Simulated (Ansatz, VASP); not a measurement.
**CuB3Os in VASP and in Ansatz**

```
CELL_PARAMETERS angstrom
2.34386 1.35323 3.81897
-2.34386 1.35323 3.81897
0.00000 -2.70645 3.81897
ATOMIC_POSITIONS crystal
Cu 0.50000 0.50000 0.50000
Cu 0.00000 0.00000 0.00000
B 0.22500 0.27500 0.75000
B 0.27500 0.75000 0.22500
B 0.77500 0.72500 0.25000
B 0.25000 0.77500 0.72500
B 0.72500 0.25000 0.77500
B 0.75000 0.22500 0.27500
Os 0.75000 0.75000 0.75000
Os 0.25000 0.25000 0.25000
```

Alike in both runs: task relaxation of cell and atoms; functional PBE; k mesh 6 × 6 × 6; occupations gaussian, width 0.1 eV; no spin polarisation.

|  | VASP | Ansatz |
| --- | --- | --- |
| version | VASP 6.6.1 | Ansatz 0.2.0 |
| potentials or method | VASP PAW PBE potentials, release 64 (Cu, B, Os), cutoff 600 eV | scalar-relativistic, plane waves, PAW |
| valence electrons in the cell | 56 | 88 |

```tsv
	VASP	Ansatz	Ansatz less VASP
gap on the k mesh at the Fermi level, each at its own relaxed structure (eV)	none	none	-
relaxed volume (Å³/atom)	9.87	9.87	0.000
relaxed length of the cell vector where the two differ most in proportion (Å)	4.753	4.754	+0.0010
```

A gap of «none» marks a metal or a gap that the smearing closes. VASP's potentials hold 56 valence electrons a cell and Ansatz's 88, so a difference there can come from the potentials and not from the codes.

Spin-orbit coupling is off throughout. Noted on VASP's run: the volume moved by over 15 % at a fixed basis, so the end points are rough.
